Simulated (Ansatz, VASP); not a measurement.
# AlN: VASP beside Ansatz

```xyz
2
Lattice="0.0000 2.1849 2.1849 2.1849 0.0000 2.1849 2.1849 2.1849 0.0000" Properties=species:S:1:pos:R:3 pbc="T T T"
Al    0.0000    0.0000    0.0000
N     3.2774    3.2774    3.2774
```

Alike in both runs: functional r2SCAN; k mesh 10 × 10 × 10; occupations gaussian, width 0.02 eV; no spin polarisation.

Ansatz relaxed the structure, and its values are those at the end. VASP's run is a single point on that final structure, the one shown.

```csv
,VASP,Ansatz
version,VASP 6.6.1,Ansatz 0.2.0
potentials or method,"VASP PAW PBE potentials, release 64 (Al, N), cutoff 520 eV","scalar-relativistic, plane waves, PAW"
valence electrons in the cell,8,8
```

|  | VASP | Ansatz | Ansatz less VASP |
| --- | --- | --- | --- |
| gap on the k mesh at the Fermi level (eV) | 3.93 | 3.94 | +0.007 |
| least direct gap on the mesh (eV) | 4.88 | 4.84 | -0.039 |
| pressure (GPa) | -0.4 | 0.0 | +0.39 |

VASP's potentials were made for PBE, not for r2SCAN. The functional is the same, so the differences come from potentials, cutoffs and numerics.
